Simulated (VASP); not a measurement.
# Li2P (P-6m2) in VASP: further runs

Li2P is run at these levels: PBE; tasks: relaxation of cell and atoms, single point.

All numbers are computed with VASP 6.6.1; they aren't measurements. Logs are shortened: lines on timing, memory, paths and dates and some standing lists are left out, and cuts for length are marked.

## (1) The cell of the first run

Symmetry: P-6m2, No. 187, hexagonal system. Conventional cell: a = 4.307 Å, b = 4.307 Å, c = 6.917 Å, α = 90.00°, β = 90.00°, γ = 120.00°. Within 3.6 Å of Li (site symmetry -6m2) lie 6 P at 2.73 Å and 6 Li at 2.91 Å. Within 3.3 Å of Li (site symmetry 3m) lie 3 P at 2.52 Å and 7 Li at 2.91 to 3.15 Å. Within 3.1 Å of Li (site symmetry -6m2) lie 2 P at 2.32 Å. P (site symmetry 3m) has 1 P at 2.27 Å and 7 Li at 2.32 to 2.73 Å within 3.0 Å.

## (2) Relaxation of cell and atoms, PBE

Contents of INCAR:

```
  ALGO = Normal
  EDIFF = 1E-7
  EDIFFG = -0.01
  ENCUT = 600
  GGA = PE
  IBRION = 2
  ISIF = 3
  ISMEAR = 0
  LASPH = T
  LCHARG = F
  LREAL = F
  LWAVE = F
  NELM = 100
  NSW = 100
  PREC = Accurate
  SIGMA = 0.1
```

Contents of KPOINTS:

```
k-points
0
Gamma
  12 12 6
```

Contents of POSCAR:

```
Li2P
1.0
    4.3073171614      0.0000000000      0.0000000000
   -2.1536585807      3.7302460839      0.0000000000
    0.0000000000      0.0000000000      6.9173052800
Li P
4 2
Direct
    0.0000000000      0.0000000000      0.0000000000
    0.3333333333      0.6666666667      0.2194820382
    0.6666666667      0.3333333333      0.5000000000
    0.3333333333      0.6666666667      0.7805179618
    0.6666666667      0.3333333333      0.1640221953
    0.6666666667      0.3333333333      0.8359778047
```

Potentials or basis: VASP PAW PBE potentials, release 64 (Li_sv, P).

Command:

```sh
cat potpaw_PBE.64/Li_sv/POTCAR potpaw_PBE.64/P/POTCAR > POTCAR
mpirun -np 1 vasp_std > vasp.out
```

OUTCAR:

```text
EDIFF = 1E-7
   EDIFFG = -0.01
   ENCUT = 600
   GGA = PE
   IBRION = 2
   ISIF = 3
   ISMEAR = 0
   LASPH = T
   LREAL = F
   NELM = 100
   NSW = 100
   PREC = Accurate

 ion  position               nearest neighbor table
   1  0.000  0.000  0.000-   5 2.73   6 2.73   5 2.73   6 2.73   5 2.73   6 2.73
   2  0.333  0.667  0.219-   5 2.52   5 2.52   5 2.52
   3  0.667  0.333  0.500-   5 2.32   6 2.32
   4  0.333  0.667  0.781-   6 2.52   6 2.52   6 2.52
   5  0.667  0.333  0.164-   6 2.27   3 2.32   2 2.52   2 2.52   2 2.52   1 2.73   1 2.73   1 2.73

   6  0.667  0.333  0.836-   5 2.27   3 2.32   4 2.52   4 2.52   4 2.52   1 2.73   1 2.73   1 2.73

  LATTYP: Found a hexagonal cell.
 ALAT       =     4.3073171614
 C/A-ratio  =     1.6059428690

  Lattice vectors:

 A1 = (   4.3073171614,   0.0000000000,   0.0000000000)
 A2 = (  -2.1536585807,   3.7302460839,   0.0000000000)
 A3 = (   0.0000000000,   0.0000000000,   6.9173052800)

Analysis of symmetry for initial positions (statically):
=====================================================================
 Subroutine PRICEL returns:
 Original cell was already a primitive cell.

 Routine SETGRP: Setting up the symmetry group for a
 hexagonal supercell.

 Subroutine GETGRP returns: Found 12 space group operations
 (whereof 12 operations were pure point group operations)
 out of a pool of 24 trial point group operations.

The static configuration has the point symmetry D_3h.

Analysis of symmetry for dynamics (positions and initial velocities):
=====================================================================
 Subroutine PRICEL returns:
 Original cell was already a primitive cell.

 Routine SETGRP: Setting up the symmetry group for a
 hexagonal supercell.

 Subroutine GETGRP returns: Found 12 space group operations
 (whereof 12 operations were pure point group operations)
 out of a pool of 24 trial point group operations.

The dynamic configuration has the point symmetry D_3h.

 Subroutine INISYM returns: Found 12 space group operations
 (whereof 12 operations are pure point group operations),
 and found     1 'primitive' translations

----------------------------------------------------------------------------------------

                                     Primitive cell

  volume of cell :     111.1428

  direct lattice vectors                    reciprocal lattice vectors
     4.307317161  0.000000000  0.000000000     0.232163076  0.134039414  0.000000000
    -2.153658581  3.730246084  0.000000000     0.000000000  0.268078828  0.000000000
     0.000000000  0.000000000  6.917305280     0.000000000  0.000000000  0.144564966

  length of vectors
     4.307317161  4.307317161  6.917305280     0.268078828  0.268078828  0.144564966

  position of ions in fractional coordinates (direct lattice)
     0.000000000  0.000000000  0.000000000
     0.333333333  0.666666667  0.219482038
     0.666666667  0.333333333  0.500000000
     0.333333333  0.666666667  0.780517962
     0.666666667  0.333333333  0.164022195
     0.666666667  0.333333333  0.835977805

  ion indices of the primitive-cell ions
   primitive index   ion index
                 1           1
                 2           2
                 3           3
                 4           4
                 5           5
                 6           6

----------------------------------------------------------------------------------------

 KPOINTS: k-points

Automatic generation of k-mesh.
 Grid dimensions read from file:
 generate k-points for:   12   12    6

 Generating k-lattice:

  Cartesian coordinates                     Fractional coordinates (reciprocal lattice)
     0.019346923  0.011169951  0.000000000     0.083333333  0.000000000  0.000000000
     0.000000000  0.022339902  0.000000000     0.000000000  0.083333333  0.000000000
     0.000000000  0.000000000  0.024094161     0.000000000  0.000000000  0.166666667

  Length of vectors
     0.022339902  0.022339902  0.024094161

  Shift w.r.t. Gamma in fractional coordinates (k-lattice)
     0.000000000  0.000000000  0.000000000

 Subroutine IBZKPT returns following result:
 ===========================================

 Found     76 irreducible k-points:

 Following reciprocal coordinates:
            Coordinates               Weight
  0.000000  0.000000  0.000000      1.000000
  0.083333  0.000000  0.000000      6.000000
  0.166667 -0.000000  0.000000      6.000000
  0.250000  0.000000  0.000000      6.000000
  0.333333  0.000000  0.000000      6.000000
  0.416667 -0.000000  0.000000      6.000000
[... 16 lines left out ...]
  0.250000  0.000000  0.166667     12.000000
  0.333333  0.000000  0.166667     12.000000
 [... further k-points ...]
   k-points           NKPTS =     76   k-points in BZ     NKDIM =     76   number of bands    NBANDS=     15
   number of dos      NEDOS =    301   number of ions     NIONS =      6
   total plane-waves  NPLWV =  72576
   dimension x,y,z NGX =    36 NGY =   36 NGZ =   56
   dimension x,y,z NGXF=    72 NGYF=   72 NGZF=  112
   ions per type =               4   2
   NGX,Y,Z   is equivalent  to a cutoff of  13.89, 13.89, 13.46 a.u.
   NGXF,Y,Z  is equivalent  to a cutoff of  27.79, 27.79, 26.92 a.u.
 SYSTEM =  unknown system
   PREC   = accura    normal or accurate (medium, high low for compatibility)
   ISTART =      0    job   : 0-new  1-cont  2-samecut
   ICHARG =      2    charge: 1-file 2-atom 10-const
   ISPIN  =      1    spin polarized calculation?
   LNONCOLLINEAR =      F non collinear calculations
   LSORBIT =      F    spin-orbit coupling
   LASPH  =      T    aspherical Exc in radial PAW
   ENCUT  =  600.0 eV  44.10 Ry    6.64 a.u.   8.60  8.60 13.82*2*pi/ulx,y,z
   NELM   =    100;   NELMIN=  2; NELMDL= -5     # of ELM steps
   EDIFF  = 0.1E-06   stopping-criterion for ELM
   LREAL  =      F    real-space projection
   EDIFFG = -.1E-01   stopping-criterion for IOM
   NSW    =    100    number of steps for IOM
   IBRION =      2    ionic relax: 0-MD 1-quasi-New 2-CG
   NFREE  =      1    steps in history (QN), initial steepest desc. (CG)
   ISIF   =      3    stress and relaxation
   ISYM   =      2    0-nonsym 1-usesym 2-fastsym
   POTIM  = 0.5000    time-step for ionic-motion
   TEBEG  =    0.0;   TEEND  =   0.0 temperature during run
   PSTRESS=    0.0 pullay stress
   NELECT =      22.0000    total number of electrons
   NUPDOWN=      -1.0000    fix difference up-down
   EMIN   =  10.00;   EMAX   =-10.00  energy-range for DOS
   EFERMI =   0.00;   METHOD = LEGACY
   ISMEAR =     0;   SIGMA  =   0.10  broadening in eV -4-tet -1-fermi 0-gaus
   EFERMI_NEDOS =   21; number of points for ismear=-14 and -15
   IALGO  =     38    algorithm
   IMIX   =      4    mixing-type and parameters
     AMIX     =   0.40;   BMIX     =  1.00
     AMIX_MAG =   1.60;   BMIX_MAG =  1.00
  volume/ion in A,a.u.               =      18.52       125.00
  Fermi-wavevector in a.u.,A,eV,Ry     =   0.954088  1.802966 12.385176  0.910285
  Thomas-Fermi vector in A             =   2.082803
   LORBIT       =      0    0 simple, 1 ext, 2 COOP (PROOUT), +10 PAW based schemes
   GGA     = PE    functional components
   LHFCALC =     F    Hartree Fock is set to
   AEXX    =    0.0000 exact exchange contribution
   IVDW    =     0    specifies the selected vdW correction
   LEPSILON=     F    determine dielectric tensor
   LRPA    =     F    only Hartree local field effects (RPA)
 conjugate gradient relaxation of ions
 non-spin polarized calculation
 Gauss-broadening in eV      SIGMA  =   0.10
  energy-cutoff  :      600.00
  volume of cell :      111.14
 maximum number of plane-waves:      3736
 NGX is ok and might be reduce to    36
   NGX = 17   NGY = 17   NGZ = 27

--------------------------------------- Ionic step        1  -------------------------------------------

 number of electron      21.9999982 magnetization

 Free energy of the ion-electron system (eV)
  ---------------------------------------------------
  ext. energy  EPLUGINS =         0.00000000
  ---------------------------------------------------
  free energy    TOTEN  =       -20.94737826 eV

  energy without entropy =      -20.93939942  energy(sigma->0) =      -20.94338884

------------------------ aborting loop because EDIFF is reached ----------------------------------------

  FORCE on cell =-STRESS in cart. coord.  units (eV):
  Direction    XX          YY          ZZ          XY          YZ          ZX
  --------------------------------------------------------------------------------------
  -------------------------------------------------------------------------------------
  Total       -0.0370805     -0.0370805     -0.3129884      0.0000000     -0.0000000      0.0000000
  in kB       -0.5345330     -0.5345330     -4.5118803      0.0000000     -0.0000000      0.0000000
  external PRESSURE =      -1.8603155 kB  Pullay stress =       0.0000000 kB
[... 225 lines left out ...]
  energy  without entropy=      -20.9404231315  energy(sigma->0) =      -20.94426121

--------------------------------------- Ionic step        7  -------------------------------------------

 number of electron      21.9999981 magnetization

 Free energy of the ion-electron system (eV)
  ---------------------------------------------------
  ext. energy  EPLUGINS =         0.00000000
  ---------------------------------------------------
  free energy    TOTEN  =       -20.94814040 eV

  energy without entropy =      -20.94046339  energy(sigma->0) =      -20.94430189

 E-fermi :   2.7714     XC(G=0):  -7.8943

 val. band max:        2.7563260874   @ k =   0.1667  -0.0000   0.0000
 cond. band min:       2.7723604498   @ k =   0.0833   0.0000   0.0000
 fundamental gap:      0.0160343624
 Fermi energy:         2.7713959494

 k-point     1 :       0.0000    0.0000    0.0000
  band No.  band energies     occupation
      1     -44.5528      2.00000
      2     -43.7585      2.00000
      3     -43.4273      2.00000
      4     -43.4241      2.00000
      5      -9.1246      2.00000
      6      -5.9472      2.00000
      7      -1.6816      2.00000
      8       0.4933      2.00000
      9       0.4933      2.00000
     10       2.9677      0.00549
     11       2.9677      0.00549
     12       4.1669      0.00000
     13       4.2778      0.00000
     14       4.5697      0.00000
     15       5.6841      0.00000
[... 397 lines left out ...]
 k-point    24 :       0.3333    0.0000    0.1667
  band No.  band energies     occupation
      1     -44.5527      2.00000
      2     -43.7581      2.00000
      3     -43.4274      2.00000
      4     -43.4240      2.00000
      5      -8.9231      2.00000
      6      -5.7003      2.00000
      7      -1.3904      2.00000
      8      -1.0414      2.00000
      9      -0.1503      2.00000
     10       1.1271      2.00000
     11       2.3280      2.00000
     12       3.3951      0.00000
     13       4.6080      0.00000
     14       5.1682      0.00000
     15       6.7678      0.00000

 [... further k-points ...]

------------------------ aborting loop because EDIFF is reached ----------------------------------------

  FORCE on cell =-STRESS in cart. coord.  units (eV):
  Direction    XX          YY          ZZ          XY          YZ          ZX
  --------------------------------------------------------------------------------------
  -------------------------------------------------------------------------------------
  Total       -0.0122040     -0.0122040      0.0012418     -0.0000000      0.0000000      0.0000000
  in kB       -0.1766823     -0.1766823      0.0179780     -0.0000000      0.0000000      0.0000000
  external PRESSURE =      -0.1117955 kB  Pullay stress =       0.0000000 kB
[... 21 lines left out ...]
  FREE ENERGIE OF THE ION-ELECTRON SYSTEM (eV)
  ---------------------------------------------------
  free  energy   TOTEN  =       -20.9481404005 eV

  energy  without entropy=      -20.9404633851  energy(sigma->0) =      -20.94430189

 reached required accuracy - stopping structural energy minimisation
```

It took 8.1 min on 1 thread of Intel Xeon Platinum 8488C (Sapphire Rapids), shared host; peak memory 0.34 GiB.

Results:

```
Free energy                            : -20.9481 eV
Relaxed volume                         : 18.44 Å³/atom
Relaxed cell                           : a = 4.307 Å, b = 4.307 Å, c = 6.890 Å, α = 90.00°, β = 90.00°, γ = 120.00°
Space group after relaxing (to 0.05 Å) : P-6m2 (No. 187)
Energy gained by relaxing              : 0.1 meV/atom
Ionic steps                            : 7
Pressure after relaxing                : 0.0 GPa
Largest force after relaxing           : 0.005 eV/Å
Band gap on the k mesh                 : zero (band 11 reaches 2.97 eV, above the bottom of band 12 at 2.65 eV)
```

Forces on the atoms (eV/Å):
```
Li   0.000  0.000  0.000
Li   0.000  0.000  0.005
Li   0.000  0.000  0.000
Li   0.000  0.000 -0.005
P    0.000  0.000 -0.005
P    0.000  0.000  0.005
```

The path:
| step | energy change (eV) | largest force (eV/Å) | pressure (GPa) | volume (Å³) |
| --- | --- | --- | --- | --- |
| 1 | 0.0000 | 0.0724 | -0.19 | 111.14 |
| 2 | -0.0006 | 0.0358 | -0.02 | 110.80 |
| 3 | -0.0006 | 0.0224 | -0.04 | 110.84 |
| 4 | -0.0007 | 0.0124 | -0.02 | 110.74 |
| 5 | -0.0007 | 0.0127 | 0.02 | 110.60 |
| 6 | -0.0007 | 0.0108 | 0.01 | 110.62 |
| 7 | -0.0008 | 0.0049 | -0.01 | 110.67 |

Final structure:
```
Li P
1.0
     4.30664    0.00000    0.00000
    -2.15332    3.72966    0.00000
     0.00000    0.00000    6.88991
Li P
4 2
Direct
  0.00000 0.00000 0.00000
  0.33333 0.66667 0.22028
  0.66667 0.33333 0.50000
  0.33333 0.66667 0.77972
  0.66667 0.33333 0.16390
  0.66667 0.33333 0.83610
```

Levels at points of the mesh, in eV from the Fermi level:
| k point | band 7 | band 8 | band 9 | band 10 | band 11 | band 12 | band 13 | band 14 | band 15 |
| --- | --- | --- | --- | --- | --- | --- | --- | --- | --- |
| (0.00, 0.00, 0.00) | -4.45 | -2.28 | -2.28 | 0.20 | 0.20 | 1.40 | 1.51 | 1.80 | 2.91 |
| (0.50, 0.00, 0.00) | -4.51 | -3.75 | -3.11 | -1.91 | -0.52 | 0.19 | 2.10 | 2.18 | 3.82 |
| (0.00, 0.00, 0.50) | -4.04 | -2.21 | -2.21 | -0.77 | -0.04 | -0.04 | 1.73 | 3.06 | 3.06 |
| (0.50, 0.00, 0.50) | -4.39 | -3.69 | -3.03 | -2.52 | -0.82 | 1.15 | 1.92 | 2.09 | 3.86 |

Caveat: the cutoff is under 1.25 times the usual one of these potentials, so pressure, stress and relaxed cells hold a basis-set (Pulay) error.

## (3) Single point, PBE

This run uses another cell than the first one, of 18.08 Å³/atom, 0.976 times its volume.

Contents of INCAR:

```
SYSTEM = Li2P
PREC = Accurate
ENCUT = 520
EDIFF = 1E-6
ISMEAR = 0
SIGMA = 0.1
LREAL = .False.
LASPH = .True.
NELM = 60
ALGO = Normal
ISIF = 2
LWAVE = .False.
LCHARG = .True.
GGA = PE
LELF = .True.
LVHAR = .True.
NBANDS = 20
```

Contents of KPOINTS:

```
regular mesh
0
Gamma
  6 6 2
  0 0 0
```

Contents of POSCAR:

```
Li2P
1.0
    3.5250000000      0.0000000000      0.0000000000
   -1.7625000000      3.0527395500      0.0000000000
    0.0000000000      0.0000000000     10.0788774100
Li P
4 2
Direct
    0.0000000000      0.0000000000      0.0000000000
    0.3333333300      0.6666666700      0.2881150900
    0.6666666700      0.3333333300      0.5000000000
    0.3333333300      0.6666666700      0.7118849100
    0.6666666700      0.3333333300      0.1440575500
    0.6666666700      0.3333333300      0.8559424500
```

Potentials or basis: VASP PAW PBE potentials, release 64 (Li_sv, P).

Command:

```sh
cat potpaw_PBE.64/Li_sv/POTCAR potpaw_PBE.64/P/POTCAR > POTCAR
mpirun -np 1 vasp_std > vasp.out
```

Run time: 70 s. Hardware: 1 thread of Intel Xeon Platinum 8375C at 2.90GHz (Ice Lake), shared host; peak memory 0.23 GiB.

The run converged. Its results:

- Free energy: -18.4922 eV
- Largest force: 0.512 eV/Å
- Band gap on the k mesh: zero (band 11 reaches 3.46 eV, above the bottom of band 12 at 1.92 eV)

Forces in eV/Å, atoms in the order of the input:
```
Li   0.000  0.000  0.000
Li   0.000  0.000 -0.481
Li   0.000  0.000  0.000
Li   0.000  0.000  0.481
P    0.000  0.000 -0.512
P    0.000  0.000  0.512
```

Levels at points of the mesh, in eV from the Fermi level:
```csv
k point,band 9,band 10,band 11,band 12,band 13,band 14
"(0.00, 0.00, 0.00)",-1.47,1.11,1.11,1.95,1.95,2.40
"(0.50, 0.00, 0.00)",-2.61,-0.36,0.03,0.12,0.62,1.97
"(0.00, 0.00, 0.50)",0.43,0.88,1.12,1.12,1.94,1.94
"(0.50, 0.00, 0.50)",-2.59,-0.36,-0.12,0.15,0.61,2.74
```

Caveat: the cutoff is under 1.25 times the usual one of these potentials, so pressure, stress and relaxed cells hold a basis-set (Pulay) error.

## (4) Single point, PBE

Contents of INCAR:

```
SYSTEM = Li2P
PREC = Accurate ; ENCUT = 520
EDIFF = 1E-7 ; ISMEAR = 0
SIGMA = 0.1 ; LREAL = .FALSE.
LASPH = .TRUE. ; NELM = 80
ALGO = Normal ; ISIF = 2
LWAVE = .FALSE. ; LCHARG = .TRUE.
GGA = PE ; LELF = .TRUE.
LVHAR = .TRUE. ; NBANDS = 20
```

Contents of KPOINTS:

```
regular mesh
0
G
  6 6 2
  0 0 0
```

Contents of POSCAR:

```
Li2P
1.0
    4.2887969996      0.0000000000      0.0000000000
   -2.1443984998      3.7142071534      0.0000000000
    0.0000000000      0.0000000000      6.9645110486
Li P
4 2
Direct
    0.0000000000      0.0000000000      0.0000000000
    0.3333333333      0.6666666667      0.2195450965
    0.6666666667      0.3333333333      0.5000000000
    0.3333333333      0.6666666667      0.7804549035
    0.6666666667      0.3333333333      0.1635459717
    0.6666666667      0.3333333333      0.8364540283
```

Command:

```sh
cat potpaw_PBE.64/Li_sv/POTCAR potpaw_PBE.64/P/POTCAR > POTCAR
mpirun -np 1 vasp_std > vasp.out
```

Wall time 58 s (1 thread of Intel Xeon Platinum 8375C at 2.90GHz (Ice Lake), shared host); peak memory 0.22 GiB.

It converged, with:

```yaml
Free_energy: -20.9411 eV
Largest_force: 0.045 eV/Å
Band_gap_on_the_k_mesh: zero (band 11 reaches 2.95 eV, above the bottom of band 12 at 2.56 eV)
```

Forces on the atoms (eV/Å):
```
Li   0.000  0.000  0.000
Li   0.000  0.000  0.010
Li   0.000  0.000  0.000
Li   0.000  0.000 -0.010
P    0.000  0.000 -0.045
P    0.000  0.000  0.045
```

Levels at points of the mesh, in eV from the Fermi level:
| k point | band 7 | band 8 | band 9 | band 10 | band 11 | band 12 | band 13 | band 14 | band 15 | band 16 |
| --- | --- | --- | --- | --- | --- | --- | --- | --- | --- | --- |
| (0.00, 0.00, 0.00) | -4.41 | -2.16 | -2.16 | 0.24 | 0.24 | 1.38 | 1.41 | 1.93 | 3.03 | 3.03 |
| (0.50, 0.00, 0.00) | -4.43 | -3.69 | -3.00 | -1.90 | -0.49 | 0.21 | 2.10 | 2.20 | 3.89 | 3.95 |
| (0.00, 0.00, 0.50) | -4.00 | -2.10 | -2.10 | -0.84 | 0.02 | 0.02 | 1.88 | 3.17 | 3.17 | 3.43 |
| (0.50, 0.00, 0.50) | -4.31 | -3.63 | -2.93 | -2.48 | -0.77 | 1.11 | 2.01 | 2.03 | 3.90 | 4.15 |

Caveat: the k points lie up to 0.45 Å⁻¹ apart; the cutoff is under 1.25 times the usual one of these potentials, so pressure, stress and relaxed cells hold a basis-set (Pulay) error.

## (5) The runs side by side

```csv
task,cell,k mesh,cutoff (eV),gap on the mesh (eV),largest force (eV/Å)
relaxation of cell and atoms,"relaxed from a = 4.307, b = 4.307, c = 6.917 Å, angles 90.0, 90.0, 120.0°, 6 atoms",12 × 12 × 6,600,none,-
single point,"a = 3.525, b = 3.525, c = 10.079 Å, angles 90.0, 90.0, 120.0°, 6 atoms",6 × 6 × 2,520,none,0.51
single point,"a = 4.289, b = 4.289, c = 6.965 Å, angles 90.0, 90.0, 120.0°, 6 atoms",6 × 6 × 2,520,none,0.05
```

Alike in all rows: level PBE; potentials or basis VASP PAW PBE potentials, release 64 (Li_sv, P); no spin polarisation; smearing gaussian 0.1 eV.

Caveats: some runs use coarse meshes; the cutoff is under 1.25 times the usual one of these potentials, so pressure, stress and relaxed cells hold a basis-set (Pulay) error.

Total energies depend on the potentials used, so only differences within one code and one set of settings carry meaning.
